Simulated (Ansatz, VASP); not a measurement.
# Two plane-wave programs on SnO

The input INCAR:

```
ALGO = Normal ; EDIFF = 1E-6
ENCUT = 600 ; GGA = PS
GGA_COMPAT = False ; ISIF = 2
ISMEAR = 0 ; IVDW = 12
LASPH = True ; LCHARG = False
LREAL = False ; LWAVE = False
NBANDS = 28 ; NELM = 120
PREC = Accurate ; SIGMA = 0.15
```

File KPOINTS:

```
k-points
0
Gamma
  14 14 12
```

File POSCAR:

```
SnO
1.0
    3.5480738319      0.0000000000      0.0000000000
    0.0000000000      3.5480738319      0.0000000000
    0.0000000000      0.0000000000      5.1531550233
Sn O
2 2
Direct
    0.0000000000      0.5000000000      0.2532585894
    0.5000000000      0.0000000000      0.7467414106
    0.0000000000      0.0000000000      0.0000000000
    0.5000000000      0.5000000000      0.0000000000
```

Input for Ansatz:

```yaml
crystal:
  lattice:
    - [3.5480738319, 0.0, 0.0]
    - [0.0, 3.5480738319, 0.0]
    - [0.0, 0.0, 5.1531550233]
  atoms:
    - { symbol: Sn, position: [0.0, 0.5, 0.2532585894] }
    - { symbol: Sn, position: [0.5, 0.0, 0.7467414106] }
    - { symbol: O, position: [0.0, 0.0, 0.0] }
    - { symbol: O, position: [0.5, 0.5, 0.0] }
basis:
  ecutwfc: 420
kpoints:
  mp_grid: { grid: [14, 14, 12] }
hamiltonian:
  xc: pbesol
  dispersion: d3bj
scf:
  occupations: { method: gaussian, width: 0.15 }
output:
  forces: true
  stress: true
  eigenvalues: true
```

Alike in both runs: task single point; functional PBEsol; dispersion D3(BJ); k mesh 14 × 14 × 12; occupations gaussian, width 0.15 eV; no spin polarisation.

```csv
,VASP,Ansatz
version,VASP 6.6.1,Ansatz 0.2.0
potentials or method,"VASP PAW PBE potentials, release 64 (Sn_d, O), cutoff 600 eV","scalar-relativistic, plane waves, PAW"
valence electrons in the cell,40,40
```

```csv
,VASP,Ansatz,Ansatz less VASP
gap on the k mesh at the Fermi level (eV),none,none,-
pressure (GPa),2.3,2.1,-0.23
"traceless stress, the component that is largest in VASP (GPa)",-13.92,-13.97,-0.058
rms of the force components (eV/Å),0.521,0.554,+0.0326
```

VASP's potentials were made for PBE, not for PBEsol. Atom by atom the forces differ by 0.033 eV/Å (rms over components). A gap of «none» marks a metal or a gap that the smearing closes.
